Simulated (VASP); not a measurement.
# TaN: single point with PBEsol

Crystal: TaN.

```
CELL_PARAMETERS angstrom
3.02080 0.00000 0.00000
-1.51040 2.61609 0.00000
0.00000 0.00000 2.72711
ATOMIC_POSITIONS crystal
Ta 0.33333 0.66667 0.50000
N 0.00000 0.00000 0.00000
```

This cell differs from its parent crystal: ratio of the length along z to the lengths across it x 0.92, volume and fractional coordinates fixed.

| Quantity | Value |
| --- | --- |
| Program | VASP 6.6.1 |
| Task | single point |
| Functional | PBEsol |
| Potentials or basis | VASP PAW PBE potentials, release 64 (Ta_pv, N) |
| Cutoff | 520 eV |
| k mesh | 24 × 24 × 18 |
| Occupations | gaussian, width 0.15 eV |
| Spin | no spin polarisation |

```
Pressure               : -0.1 GPa
Band gap on the k mesh : zero (bands 8 and 9 overlap by 0.44 eV)
```

Stress tensor (GPa, compression positive):
```
-18.53   0.00   0.00
  0.00 -18.53   0.00
  0.00   0.00  36.85
```

Levels at points of the mesh, in eV from the Fermi level:
```tsv
k point	band 5	band 6	band 7	band 8	band 9	band 10	band 11	band 12
(0.00, 0.00, 0.00)	-5.21	-5.21	-4.16	-2.33	1.61	4.04	4.04	4.23
(0.50, 0.00, 0.00)	-8.42	-4.39	-3.59	-3.57	3.20	3.43	4.69	5.68
(0.00, 0.00, 0.50)	-9.32	-4.39	-4.39	-0.02	-0.02	2.69	2.69	3.49
(0.50, 0.00, 0.50)	-7.42	-6.23	-6.09	-0.07	3.98	4.86	6.43	6.77
```

It took 2.7 min on 1 thread of Intel Xeon 8259CL, with other jobs on the host, peak memory 0.3 GiB.

Caveat: the PAW data sets were made with another functional, which shifts forces and pressure a little; spin-orbit coupling is left out, which moves the levels of the heavy elements.
